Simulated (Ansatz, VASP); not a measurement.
**BN in VASP and in Ansatz**

Contents of INCAR:

```
SYSTEM = BN
PREC = Accurate
ENCUT = 520
EDIFF = 1E-6
ISMEAR = 0
SIGMA = 0.05
LREAL = .False.
LASPH = .True.
NELM = 80
ALGO = Normal
ISIF = 2
LWAVE = .False.
LCHARG = .False.
GGA = PE
IVDW = 12
NBANDS = 16
```

KPOINTS

```
regular mesh
0
Gamma
  12 12 4
  0 0 0
```

POSCAR

```
BN
1.0
    2.5061233057      0.0000000000      0.0000000000
   -1.2530616528      2.1703664477      0.0000000000
    0.0000000000      0.0000000000      6.5973571420
B N
2 2
Direct
    0.1105804046      0.2211608093      0.4563461559
    0.3333333333      0.6666666667      0.0000000000
    0.0000000000      0.0000000000      0.0000000000
    0.6666666667      0.3333333333      0.5000000000
```

Input for Ansatz:

```yaml
crystal:
  lattice:
    - [2.5061233057, 0.0, 0.0]
    - [-1.2530616528, 2.1703664477, 0.0]
    - [0.0, 0.0, 6.597357142]
  atoms:
    - { symbol: B, position: [0.1105804046, 0.2211608093, 0.4563461559] }
    - { symbol: B, position: [0.3333333333, 0.6666666667, 0.0] }
    - { symbol: "N", position: [0.0, 0.0, 0.0] }
    - { symbol: "N", position: [0.6666666667, 0.3333333333, 0.5] }
basis:
  ecutwfc: 420
kpoints:
  mp_grid: { grid: [12, 12, 4] }
hamiltonian:
  xc: pbe
  dispersion: d3bj
scf:
  occupations: { method: gaussian, width: 0.05 }
output:
  forces: true
  stress: true
  eigenvalues: true
```

Alike in both runs: task single point; functional PBE; dispersion D3(BJ); k mesh 12 × 12 × 4; occupations gaussian, width 0.05 eV; no spin polarisation.

|  | VASP | Ansatz |
| --- | --- | --- |
| version | VASP 6.6.1 | Ansatz 0.2.0 |
| potentials or method | VASP PAW PBE potentials, release 64 (B, N), cutoff 520 eV | scalar-relativistic, plane waves, PAW |
| valence electrons in the cell | 16 | 16 |

|  | VASP | Ansatz | Ansatz less VASP |
| --- | --- | --- | --- |
| gap on the k mesh at the Fermi level (eV) | 0.91 | 0.92 | +0.009 |
| least direct gap on the mesh (eV) | 2.06 | 2.07 | +0.008 |
| pressure (GPa) | 17.0 | 17.2 | +0.13 |
| traceless stress, the component that is largest in VASP (GPa) | -19.81 | -19.74 | +0.063 |
| rms of the force components (eV/Å) | 1.700 | 1.705 | +0.0045 |

Atom by atom the forces differ by 0.018 eV/Å (rms over components).
